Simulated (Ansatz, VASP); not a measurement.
**One calculation of ZnS, two programs**

POSCAR

```
ZnS
1.0
    5.3890263884      0.0000000000      0.0000000000
    0.0000000000     -5.3890263884      0.0000000000
    0.0000000000      0.0000000000     -5.3890263884
Zn S
4 4
Direct
   -0.0472364436     -0.0472364436      0.0000000000
    0.5000000000      0.5000000000      0.0000000000
    0.5000000000      0.0000000000      0.5000000000
    0.0000000000      0.5000000000      0.5000000000
    0.7500000000      0.7500000000      0.7500000000
    0.2500000000      0.2500000000      0.7500000000
    0.2500000000      0.7500000000      0.2500000000
    0.7500000000      0.2500000000      0.2500000000
```

The input INCAR.step1:

```
SYSTEM = ZnS
ALGO = Normal ; EDIFF = 1E-4
ENCUT = 520 ; GGA = PE
ISMEAR = 0 ; LASPH = .TRUE.
LCHARG = .FALSE. ; LREAL = .FALSE.
LWAVE = .TRUE. ; NBANDS = 46
NELM = 100 ; PREC = Accurate
SIGMA = 0.05
```

INCAR.step2

```
SYSTEM = ZnS
ALGO = Normal ; EDIFF = 1E-6
ENCUT = 520 ; ISIF = 2
ISMEAR = 0 ; ISTART = 1
LASPH = .TRUE. ; LCHARG = .TRUE.
LELF = .TRUE. ; LMIXTAU = .TRUE.
LREAL = .FALSE. ; LVHAR = .TRUE.
LWAVE = .FALSE. ; METAGGA = R2SCAN
NBANDS = 46 ; NELM = 100
PREC = Accurate ; SIGMA = 0.05
```

File KPOINTS:

```
k-points
0
G
  4 4 4
  0 0 0
```

Input for Ansatz:

```yaml
crystal:
  lattice:
    - [5.3890263884, 0.0, 0.0]
    - [0.0, -5.3890263884, 0.0]
    - [0.0, 0.0, -5.3890263884]
  atoms:
    - { symbol: Zn, position: [-0.0472364436, -0.0472364436, 0.0] }
    - { symbol: Zn, position: [0.5, 0.5, 0.0] }
    - { symbol: Zn, position: [0.5, 0.0, 0.5] }
    - { symbol: Zn, position: [0.0, 0.5, 0.5] }
    - { symbol: S, position: [0.75, 0.75, 0.75] }
    - { symbol: S, position: [0.25, 0.25, 0.75] }
    - { symbol: S, position: [0.25, 0.75, 0.25] }
    - { symbol: S, position: [0.75, 0.25, 0.25] }
basis:
  ecutwfc: 500
kpoints:
  mp_grid: { grid: [4, 4, 4] }
hamiltonian:
  xc: r2scan
scf:
  occupations: { method: gaussian, width: 0.05 }
output:
  forces: true
  stress: true
  eigenvalues: true
```

Alike in both runs: task single point; functional r2SCAN; k mesh 4 × 4 × 4; occupations gaussian, width 0.05 eV; no spin polarisation.

|  | VASP | Ansatz |
| --- | --- | --- |
| version | VASP 6.6.1 | Ansatz 0.2.0 |
| potentials or method | VASP PAW PBE potentials, release 64 (Zn, S), cutoff 520 eV | scalar-relativistic, plane waves, PAW |
| valence electrons in the cell | 72 | 72 |

Ansatz gave:

```
gap on the k mesh at the Fermi level (eV)                     : 2.53
least direct gap on the mesh (eV)                             : 2.53
pressure (GPa)                                                : 1.3
traceless stress, the component that is largest in VASP (GPa) : -1.90
rms of the force components (eV/Å)                            : 0.910
```

Estimate VASP's values.

gap on the k mesh at the Fermi level (eV): 2.54; least direct gap on the mesh (eV): 2.54; pressure (GPa): 1.4; traceless stress, the component that is largest in VASP (GPa): -1.93; rms of the force components (eV/Å): 0.926.

VASP's potentials were made for PBE, not for r2SCAN. Atom by atom the forces differ by 0.017 eV/Å (rms over components). The functional is the same, so the differences come from potentials, cutoffs and numerics.
